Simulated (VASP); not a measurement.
# Zn (Im-3m) in VASP: notebook, part 2 of 2

VASP 6.6.1. Earlier steps stand in the parts before.

**4. Relaxation of cell and atoms, PBE, target pressure 20 GPa, at which the enthalpy is minimised**

Contents of INCAR:

```
ALGO = Normal
EDIFF = 1E-6
EDIFFG = -0.03
ENCUT = 600
GGA = PE
IBRION = 2
ISIF = 3
ISMEAR = 1
LASPH = True
LCHARG = False
LREAL = False
LWAVE = False
NELM = 100
NSW = 80
PREC = Accurate
PSTRESS = 200.0
SIGMA = 0.1
```

Contents of KPOINTS:

```
k-points
0
Gamma
  18 18 18
```

Contents of POSCAR:

```
Zn
1.0
    1.5650000000      1.5650000000      1.5650000000
   -1.5650000000      1.5650000000      1.5650000000
   -1.5650000000     -1.5650000000      1.5650000000
Zn
1
Direct
    0.0000000000      0.0000000000      0.0000000000
```

Potentials or basis: VASP PAW PBE potentials, release 64 (Zn).

Run with:

```
$ cat potpaw_PBE.64/Zn/POTCAR > POTCAR
$ mpirun -np 1 vasp_std > vasp.out
```

OUTCAR:

```text
EDIFF = 1E-6
   EDIFFG = -0.03
   ENCUT = 600
   GGA = PE
   IBRION = 2
   ISIF = 3
   ISMEAR = 1
   LASPH = True
   LREAL = False
   NELM = 100
   NSW = 80
   PREC = Accurate
   PSTRESS = 200.0

 ion  position               nearest neighbor table
   1  0.000  0.000  0.000-

  LATTYP: Found a body centered cubic cell.
 ALAT       =     3.1300000000

  Lattice vectors:

 A1 = (   1.5650000000,  -1.5650000000,  -1.5650000000)
 A2 = (   1.5650000000,   1.5650000000,   1.5650000000)
 A3 = (  -1.5650000000,  -1.5650000000,   1.5650000000)

Analysis of symmetry for initial positions (statically):
=====================================================================
 Subroutine PRICEL returns:
 Original cell was already a primitive cell.

 Routine SETGRP: Setting up the symmetry group for a
 body centered cubic supercell.

 Subroutine GETGRP returns: Found 48 space group operations
 (whereof 48 operations were pure point group operations)
 out of a pool of 48 trial point group operations.

The static configuration has the point symmetry O_h .

Analysis of symmetry for dynamics (positions and initial velocities):
=====================================================================
 Subroutine PRICEL returns:
 Original cell was already a primitive cell.

 Routine SETGRP: Setting up the symmetry group for a
 body centered cubic supercell.

 Subroutine GETGRP returns: Found 48 space group operations
 (whereof 48 operations were pure point group operations)
 out of a pool of 48 trial point group operations.

The dynamic configuration has the point symmetry O_h .

 Subroutine INISYM returns: Found 48 space group operations
 (whereof 48 operations are pure point group operations),
 and found     1 'primitive' translations

----------------------------------------------------------------------------------------
[... 125 lines left out ...]
  energy-cutoff  :      600.00
  volume of cell :       15.33
 maximum number of plane-waves:       531
 NGX is ok and might be reduce to    24
   NGX = 11   NGY = 11   NGZ = 11

--------------------------------------- Ionic step        1  -------------------------------------------

 number of electron      11.9999992 magnetization

 Free energy of the ion-electron system (eV)
  ---------------------------------------------------
  ext. energy  EPLUGINS =         0.00000000
  ---------------------------------------------------
  free energy    TOTEN  =        -1.02230037 eV

  energy without entropy =       -1.02224123  energy(sigma->0) =       -1.02228066

------------------------ aborting loop because EDIFF is reached ----------------------------------------

  FORCE on cell =-STRESS in cart. coord.  units (eV):
  Direction    XX          YY          ZZ          XY          YZ          ZX
  --------------------------------------------------------------------------------------
  -------------------------------------------------------------------------------------
  Total        0.0377195      0.0377195      0.0377195      0.0000000      0.0000000      0.0000000
  in kB        3.9416089      3.9416089      3.9416089      0.0000000      0.0000000      0.0000000
  external PRESSURE =    -196.0583911 kB  Pullay stress =     200.0000000 kB
[... 61 lines left out ...]
--------------------------------------- Ionic step        3  -------------------------------------------

 number of electron      11.9999997 magnetization

 Free energy of the ion-electron system (eV)
  ---------------------------------------------------
  ext. energy  EPLUGINS =         0.00000000
  ---------------------------------------------------
  free energy    TOTEN  =        -0.88809079 eV

  energy without entropy =       -0.88778644  energy(sigma->0) =       -0.88798934

 E-fermi :   4.7276     XC(G=0): -12.4988

 val. band max:        4.7249327726   @ k =   0.5000   0.2778   0.2778
 cond. band min:       4.7393434226   @ k =  -0.3889   0.2222   0.0000
 fundamental gap:      0.0144106500
 Fermi energy:         4.7276316459

 k-point     1 :       0.0000    0.0000    0.0000
  band No.  band energies     occupation
      1      -7.3990      2.00000
      2      -3.7985      2.00000
      3      -3.7985      2.00000
      4      -3.7985      2.00000
      5      -3.1094      2.00000
      6      -3.1094      2.00000
      7      26.9061      0.00000
      8      26.9061      0.00000
      9      26.9061      0.00000
     10      26.9719      0.00000
[... 287 lines left out ...]
 k-point    24 :       0.5000    0.1111    0.0000
  band No.  band energies     occupation
      1      -4.6386      2.00000
      2      -4.1850      2.00000
      3      -3.1935      2.00000
      4      -3.1446      2.00000
      5      -2.8384      2.00000
      6       0.6917      2.00000
      7       5.3636     -0.00000
      8      14.5022      0.00000
      9      17.8394      0.00000
     10      23.4618      0.00000

 [... further k-points ...]

------------------------ aborting loop because EDIFF is reached ----------------------------------------

  FORCE on cell =-STRESS in cart. coord.  units (eV):
  Direction    XX          YY          ZZ          XY          YZ          ZX
  --------------------------------------------------------------------------------------
  -------------------------------------------------------------------------------------
  Total        1.5742886      1.5742886      1.5742886     -0.0000000     -0.0000000      0.0000000
  in kB      197.0215041    197.0215041    197.0215041     -0.0000000     -0.0000000      0.0000000
  external PRESSURE =      -2.9784959 kB  Pullay stress =     200.0000000 kB
[... 20 lines left out ...]
  energy  without entropy=       -0.8877864360  energy(sigma->0) =       -0.88798934

  enthalpy is  TOTEN    =         0.7099972637 eV   P V=        1.5980880535

 reached required accuracy - stopping structural energy minimisation
```

OSZICAR:

```text
N       E                     dE             d eps       ncg     rms          rms(c)
DAV:   1     0.373141634108E+02    0.37314E+02   -0.74274E+03  3942   0.207E+03
DAV:   2    -0.365300824637E+00   -0.37679E+02   -0.36522E+02  3952   0.217E+02
DAV:   3    -0.111556082249E+01   -0.75026E+00   -0.74901E+00  4438   0.331E+01
[... 22 lines left out ...]
DAV:   3    -0.943046191289E+00    0.17386E+00   -0.62838E-02  5676   0.499E+00    0.175E+00
DAV:   4    -0.888250308140E+00    0.54796E-01   -0.22875E-02  4546   0.256E+00    0.132E-01
DAV:   5    -0.888041808937E+00    0.20850E-03   -0.13610E-03  4904   0.797E-01    0.306E-02
DAV:   6    -0.888090377970E+00   -0.48569E-04   -0.96642E-05  4162   0.163E-01    0.568E-03
DAV:   7    -0.888090789775E+00   -0.41181E-06   -0.10142E-06  2630   0.213E-02
   3 F= 0.70999726E+00 E0= 0.71009871E+00  d E =-.181616E+00
```

CONTCAR:

```text
Zn
   1.00000000000000
     1.4736932696890888    1.4736932696890888    1.4736932696890888
    -1.4736932696890888    1.4736932696890888    1.4736932696890888
    -1.4736932696890888   -1.4736932696890888    1.4736932696890888
  Zn
     1
Direct
     0.0000000000000000    0.0000000000000000    0.0000000000000000

  0.00000000E+00  0.00000000E+00  0.00000000E+00
```

Run time: 2.5 min. Hardware: 1 thread of AMD EPYC 7R13, shared host; peak memory 0.15 GiB.

Results:

```
Free energy                                            : -0.8881 eV
Relaxed volume                                         : 12.80 Å³/atom
Relaxed cell                                           : a = 2.553 Å, b = 2.553 Å, c = 2.553 Å, α = 70.53°, β = 109.47°, γ = 70.53°
Space group after relaxing (to 0.05 Å)                 : Im-3m (No. 229)
Energy change on relaxing (the enthalpy is what falls) : +134.2 meV/atom
Ionic steps                                            : 3
Pressure after relaxing                                : 19.7 GPa
Band gap on the k mesh                                 : zero (band 6 reaches 9.10 eV, above the bottom of band 7 at 3.96 eV)
```

The path:
| step | energy change (eV) | largest force (eV/Å) | pressure (GPa) | volume (Å³) |
| --- | --- | --- | --- | --- |
| 1 | 0.0000 | 0.0000 | 0.39 | 15.33 |
| 2 | 0.3632 | 0.0000 | 39.99 | 11.53 |
| 3 | 0.1342 | 0.0000 | 19.70 | 12.80 |

Final structure:
```
Zn
1.0
     1.47369    1.47369    1.47369
    -1.47369    1.47369    1.47369
    -1.47369   -1.47369    1.47369
Zn
1
Direct
  0.00000 0.00000 0.00000
```

Caveat: the cell is relaxed towards a set pressure, so the enthalpy falls and the energy may rise; the volume moved by over 15 % at a fixed basis, so the end points are rough.

**5. Relaxation of cell and atoms, PBE, target pressure 40 GPa, at which the enthalpy is minimised**

Contents of INCAR:

```
PREC = Accurate
ENCUT = 600
EDIFF = 1E-6
ISMEAR = 1
SIGMA = 0.1
LREAL = F
LASPH = T
NELM = 100
ALGO = Normal
ISIF = 3
LWAVE = F
LCHARG = F
GGA = PE
IBRION = 2
NSW = 80
EDIFFG = -0.03
PSTRESS = 400.0
```

Contents of KPOINTS:

```
Automatic mesh
0
Gamma
  18 18 18
```

POSCAR is that of step 4.

Run with:

```
$ cat potpaw_PBE.64/Zn/POTCAR > POTCAR
$ mpirun -np 1 vasp_std > vasp.out
```

Run time: 3.8 min. Hardware: 1 thread of AMD EPYC 7R13, shared host; peak memory 0.15 GiB.

The run converged. Its results:

* Free energy: -0.6627 eV
* Relaxed volume: 11.55 Å³/atom
* Relaxed cell: a = 2.466 Å, b = 2.466 Å, c = 2.466 Å, α = 70.53°, β = 109.47°, γ = 70.53°
* Space group after relaxing (to 0.05 Å): Im-3m (No. 229)
* Energy change on relaxing (the enthalpy is what falls): +359.6 meV/atom
* Ionic steps: 5
* Pressure after relaxing: 40.0 GPa
* Band gap on the k mesh: zero (band 6 reaches 10.25 eV, above the bottom of band 7 at 5.16 eV)

The path:
```tsv
step	energy change (eV)	largest force (eV/Å)	pressure (GPa)	volume (Å³)
1	0.0000	0.0000	0.39	15.33
2	2.3101	0.0000	194.88	8.37
3	0.3024	0.0000	34.62	11.79
4	0.3431	0.0000	38.52	11.62
5	0.3596	0.0000	39.96	11.55
```

Final structure:
```xyz
1
Lattice="1.4239 1.4239 1.4239 -1.4239 1.4239 1.4239 -1.4239 -1.4239 1.4239" Properties=species:S:1:pos:R:3 pbc="T T T"
Zn    0.0000    0.0000    0.0000
```

Levels at points of the mesh, in eV from the Fermi level:
```
           k point  band 4  band 5  band 6  band 7  band 8  band 9
(0.00, 0.00, 0.00)   -9.08   -8.26   -8.26   23.07   23.07   24.14
(0.50, 0.00, 0.00)   -8.20   -7.70   -4.28   -0.64   13.69   14.44
(0.50, 0.50, 0.50)   -7.83   -7.83    4.45    4.45    4.45    9.49
```

Caveat: the cell is relaxed towards a set pressure, so the enthalpy falls and the energy may rise; the volume moved by over 15 % at a fixed basis, so the end points are rough.

**6. Summary**

```tsv
task	cell	cutoff (eV)	gap on the mesh (eV)	pressure (GPa)
single point	a = 2.712 Å, angles 70.5, 109.5, 70.5°, 1 atom	520	none	0.3
relaxation of cell and atoms	relaxed from a = 2.711 Å, angles 70.5, 109.5, 70.5°, 1 atom	600	none	0.0
relaxation of cell and atoms	relaxed to 20 GPa from a = 2.711 Å, angles 70.5, 109.5, 70.5°, 1 atom	600	none	19.7
relaxation of cell and atoms	relaxed to 40 GPa from a = 2.711 Å, angles 70.5, 109.5, 70.5°, 1 atom	600	none	40.0
```

Alike in all rows: level PBE; potentials or basis VASP PAW PBE potentials, release 64 (Zn); no spin polarisation; k mesh 18 × 18 × 18; smearing methfessel-paxton 0.1 eV.

Caveats: the cell is relaxed towards a set pressure, so the enthalpy falls and the energy may rise (some runs); the volume moved by over 15 % at a fixed basis, so the end points are rough (some runs).

Absolute energies hang on the potentials; compare differences alone.
